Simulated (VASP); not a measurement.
A run of VASP 6.6.1 is set up as follows.

File INCAR:

```
SYSTEM = Hf
ALGO = Normal
EDIFF = 1E-6
ENCUT = 520
GGA = RE
ISIF = 2
ISMEAR = -1
LASPH = .TRUE.
LCHARG = .FALSE.
LREAL = .FALSE.
LWAVE = .FALSE.
NBANDS = 17
NELM = 80
PREC = Accurate
SIGMA = 0.1
```

Contents of KPOINTS:

```
k-points
0
G
  9 9 9
  0 0 0
```

The input POSCAR:

```
Hf
1.0
    0.0000000000      3.3131201373      3.3131201373
    3.3131201373      0.0000000000      3.3131201373
    3.3131201373      3.3131201373      0.0000000000
Hf
2
Direct
    0.1250000000      0.1250000000      0.1250000000
    0.8750000000      0.8750000000      0.8750000000
```

Potentials or basis: VASP PAW PBE potentials, release 64 (Hf_pv).

Command:

```bash
$ cat potpaw_PBE.64/Hf_pv/POTCAR > POTCAR
$ mpirun -np 1 vasp_std > vasp.out
```

Problem. Estimate the band gap on the k mesh.

Solution. Zero (band 10 reaches 1.78 eV, above the bottom of band 11 at 1.24 eV).

Problem. What does it give for the pressure?

Solution. -0.2 GPa.

Caveat: the PAW data sets were made with another functional, which shifts forces and pressure a little; spin-orbit coupling is left out, which moves the levels of the heavy elements.
